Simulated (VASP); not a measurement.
# SiMo3 (Pm-3n) in VASP: a series of runs

SiMo3 is run at these levels: PBE; tasks: single point, relaxation of cell and atoms.

All numbers are computed with VASP 6.6.1; they aren't measurements. Logs are shortened: lines on timing, memory, paths and dates and some standing lists are left out, and cuts for length are marked.

**1. The cell of the first run**

The structure is cubic, space group Pm-3n (No. 223). The conventional cell has a = 4.857 Å, b = 4.857 Å, c = 4.857 Å, α = 90.00°, β = 90.00°, γ = 90.00°. Within 3.6 Å of Si (site symmetry m-3) lie 12 Mo at 2.72 Å. Mo (site symmetry -4m2) has 10 Mo at 2.43 to 2.97 Å and 4 Si at 2.72 Å within 3.2 Å.

**2. Single point, PBE (volume scaled by 0.97)**

Input file INCAR:

```
SYSTEM = SiMo3
PREC = Accurate
ENCUT = 520
EDIFF = 1E-6
ISMEAR = 0
SIGMA = 0.1
LREAL = .False.
LASPH = .True.
NELM = 100
ALGO = Normal
ISIF = 2
LWAVE = .False.
LCHARG = .True.
GGA = PE
LELF = .True.
LVHAR = .True.
NBANDS = 56
```

Input file KPOINTS:

```
Automatic mesh
0
Gamma
  8 8 8
  0 0 0
```

Input file POSCAR:

```
SiMo3
1.0
    4.8568899921      0.0000000000      0.0000000000
    0.0000000000      4.8568899921      0.0000000000
    0.0000000000      0.0000000000      4.8568899921
Si Mo
2 6
Direct
    0.0000000000      0.0000000000      0.0000000000
    0.5000000000      0.5000000000      0.5000000000
    0.2500000000      0.0000000000      0.5000000000
    0.5000000000      0.7500000000      0.0000000000
    0.7500000000      0.0000000000      0.5000000000
    0.5000000000      0.2500000000      0.0000000000
    0.0000000000      0.5000000000      0.7500000000
    0.0000000000      0.5000000000      0.2500000000
```

Potentials or basis: VASP PAW PBE potentials, release 64 (Si, Mo_sv).

Launch:

```bash
cat potpaw_PBE.64/Si/POTCAR potpaw_PBE.64/Mo_sv/POTCAR > POTCAR
mpirun -np 1 vasp_std > vasp.out
```

OUTCAR:

```text
SYSTEM = SiMo3
   PREC = Accurate
   ENCUT = 520
   EDIFF = 1E-6
   ISMEAR = 0
   LREAL = .False.
   LASPH = .True.
   NELM = 100
   ISIF = 2
   GGA = PE

 ion  position               nearest neighbor table
   1  0.000  0.000  0.000-   3 2.72   4 2.72   5 2.72   6 2.72   7 2.72   8 2.72   3 2.72   5 2.72
                             7 2.72   8 2.72   4 2.72   6 2.72
   2  0.500  0.500  0.500-   3 2.72   4 2.72   5 2.72   6 2.72   7 2.72   8 2.72   4 2.72   6 2.72
                             3 2.72   5 2.72   7 2.72   8 2.72
   3  0.250  0.000  0.500-   5 2.43   5 2.43   1 2.72   1 2.72   2 2.72   2 2.72   8 2.97   7 2.97
                             8 2.97   7 2.97   6 2.97   4 2.97   4 2.97   6 2.97
   4  0.500  0.750  0.000-   6 2.43   6 2.43   1 2.72   2 2.72   2 2.72   1 2.72   8 2.97   7 2.97
                             7 2.97   8 2.97   3 2.97   5 2.97   3 2.97   5 2.97
   5  0.750  0.000  0.500-   3 2.43   3 2.43   1 2.72   1 2.72   2 2.72   2 2.72   8 2.97   7 2.97
                             8 2.97   7 2.97   6 2.97   4 2.97   4 2.97   6 2.97
   6  0.500  0.250  0.000-   4 2.43   4 2.43   1 2.72   2 2.72   2 2.72   1 2.72   8 2.97   7 2.97
                             7 2.97   8 2.97   5 2.97   3 2.97   3 2.97   5 2.97
   7  0.000  0.500  0.750-   8 2.43   8 2.43   1 2.72   2 2.72   1 2.72   2 2.72   3 2.97   4 2.97
                             5 2.97   3 2.97   5 2.97   6 2.97   4 2.97   6 2.97
   8  0.000  0.500  0.250-   7 2.43   7 2.43   1 2.72   2 2.72   1 2.72   2 2.72   3 2.97   4 2.97
                             5 2.97   3 2.97   5 2.97   6 2.97   4 2.97   6 2.97

  LATTYP: Found a simple cubic cell.
 ALAT       =     4.8568899921

  Lattice vectors:

 A1 = (   4.8568899921,   0.0000000000,   0.0000000000)
 A2 = (   0.0000000000,   4.8568899921,   0.0000000000)
 A3 = (   0.0000000000,   0.0000000000,   4.8568899921)

Analysis of symmetry for initial positions (statically):
=====================================================================
 Subroutine PRICEL returns:
 Original cell was already a primitive cell.

 Routine SETGRP: Setting up the symmetry group for a
 simple cubic supercell.

 Subroutine GETGRP returns: Found 48 space group operations
 (whereof 24 operations were pure point group operations)
 out of a pool of 48 trial point group operations.

The static configuration has the point symmetry T_h .
 The point group associated with its full space group is O_h .

Analysis of symmetry for dynamics (positions and initial velocities):
=====================================================================
 Subroutine PRICEL returns:
 Original cell was already a primitive cell.

 Routine SETGRP: Setting up the symmetry group for a
 simple cubic supercell.

 Subroutine GETGRP returns: Found 48 space group operations
[... 126 lines left out ...]
   PSTRESS=    0.0 pullay stress
   NELECT =      92.0000    total number of electrons
   NUPDOWN=      -1.0000    fix difference up-down
   EMIN   =  10.00;   EMAX   =-10.00  energy-range for DOS
   EFERMI =   0.00;   METHOD = LEGACY
   ISMEAR =     0;   SIGMA  =   0.10  broadening in eV -4-tet -1-fermi 0-gaus
   EFERMI_NEDOS =   21; number of points for ismear=-14 and -15
   IALGO  =     38    algorithm
   IMIX   =      4    mixing-type and parameters
     AMIX     =   0.40;   BMIX     =  1.00
     AMIX_MAG =   1.60;   BMIX_MAG =  1.00
  volume/ion in A,a.u.               =      14.32        96.65
  Fermi-wavevector in a.u.,A,eV,Ry     =   1.521642  2.875487 31.502856  2.315395
  Thomas-Fermi vector in A             =   2.630329
   LORBIT       =      0    0 simple, 1 ext, 2 COOP (PROOUT), +10 PAW based schemes
   GGA     = PE    functional components
   LHFCALC =     F    Hartree Fock is set to
   AEXX    =    0.0000 exact exchange contribution
   IVDW    =     0    specifies the selected vdW correction
   LEPSILON=     F    determine dielectric tensor
   LRPA    =     F    only Hartree local field effects (RPA)
 non-spin polarized calculation
 Gauss-broadening in eV      SIGMA  =   0.10
  energy-cutoff  :      520.00
  volume of cell :      114.57
 maximum number of plane-waves:      3136
   NGX = 19   NGY = 19   NGZ = 19

 number of electron      92.0000000 magnetization

 Free energy of the ion-electron system (eV)
  ---------------------------------------------------
  ext. energy  EPLUGINS =         0.00000000
  ---------------------------------------------------
  free energy    TOTEN  =       -78.89817134 eV

  energy without entropy =      -78.87681511  energy(sigma->0) =      -78.88749323

 E-fermi :  13.0894     XC(G=0): -13.2194

 val. band max:       13.0850479417   @ k =   0.3750   0.3750   0.0000
 cond. band min:      13.1092176334   @ k =   0.2500   0.1250   0.1250
 fundamental gap:      0.0241696917
 Fermi energy:        13.0894213622

 k-point     1 :       0.0000    0.0000    0.0000
  band No.  band energies     occupation
      1     -48.2034      2.00000
      2     -48.0775      2.00000
      3     -48.0775      2.00000
      4     -47.7241      2.00000
      5     -47.7241      2.00000
      6     -47.7241      2.00000
[... 1405 lines left out ...]
     55      15.3116      0.00000
     56      15.6883      0.00000

 [... further k-points ...]

------------------------ aborting loop because EDIFF is reached ----------------------------------------

  FORCE on cell =-STRESS in cart. coord.  units (eV):
  Direction    XX          YY          ZZ          XY          YZ          ZX
  --------------------------------------------------------------------------------------
  -------------------------------------------------------------------------------------
  Total        6.1725730      6.1725730      6.1725730     -0.0000000      0.0000000     -0.0000000
  in kB       86.3181283     86.3181283     86.3181283     -0.0000000      0.0000000     -0.0000000
  external PRESSURE =      86.3181283 kB  Pullay stress =       0.0000000 kB

 VOLUME and BASIS-vectors are now :
 -----------------------------------------------------------------------------
  energy-cutoff  :      520.00
  volume of cell :      114.57
      direct lattice vectors                 reciprocal lattice vectors
     4.856889992  0.000000000  0.000000000     0.205893072  0.000000000  0.000000000
     0.000000000  4.856889992  0.000000000     0.000000000  0.205893072  0.000000000
     0.000000000  0.000000000  4.856889992     0.000000000  0.000000000  0.205893072

 POSITION                                       TOTAL-FORCE (eV/Angst)
 -----------------------------------------------------------------------------------
      0.00000      0.00000      0.00000         0.000000      0.000000      0.000000
      2.42844      2.42844      2.42844         0.000000      0.000000      0.000000
      1.21422      0.00000      2.42844         0.000000     -0.000000      0.000000
      2.42844      3.64267      0.00000        -0.000000     -0.000000     -0.000000
      3.64267      0.00000      2.42844        -0.000000     -0.000000     -0.000000
      2.42844      1.21422      0.00000        -0.000000      0.000000     -0.000000
      0.00000      2.42844      3.64267         0.000000      0.000000      0.000000
      0.00000      2.42844      1.21422        -0.000000     -0.000000     -0.000000
 -----------------------------------------------------------------------------------
    total drift:                                0.000000      0.000000     -0.000000

  FREE ENERGIE OF THE ION-ELECTRON SYSTEM (eV)
  ---------------------------------------------------
  free  energy   TOTEN  =       -78.8981713401 eV

  energy  without entropy=      -78.8768151138  energy(sigma->0) =      -78.88749323
```

Run time: 74 s. Hardware: 1 thread of Intel Xeon 6975P-C (Granite Rapids), shared host; peak memory 0.3 GiB.

Results:

```
Free energy            : -78.8982 eV
Pressure               : 8.6 GPa
Band gap on the k mesh : zero (band 46 reaches 14.36 eV, above the bottom of band 47 at 11.88 eV)
```

Levels at points of the mesh, in eV from the Fermi level:
```csv
k point,band 43,band 44,band 45,band 46,band 47,band 48,band 49,band 50
"(0.00, 0.00, 0.00)",-1.61,-1.61,1.27,1.27,1.27,2.16,2.42,2.42
"(0.50, 0.00, 0.00)",-1.73,-1.73,0.26,0.26,0.94,0.94,1.54,1.54
"(0.50, 0.50, 0.00)",-1.17,-0.89,-0.89,-0.78,-0.73,-0.54,-0.11,0.25
"(0.50, 0.50, 0.50)",-1.21,-1.21,-1.21,-1.21,-1.21,-1.21,1.28,1.28
```

(Continued in part 2 of 2.)
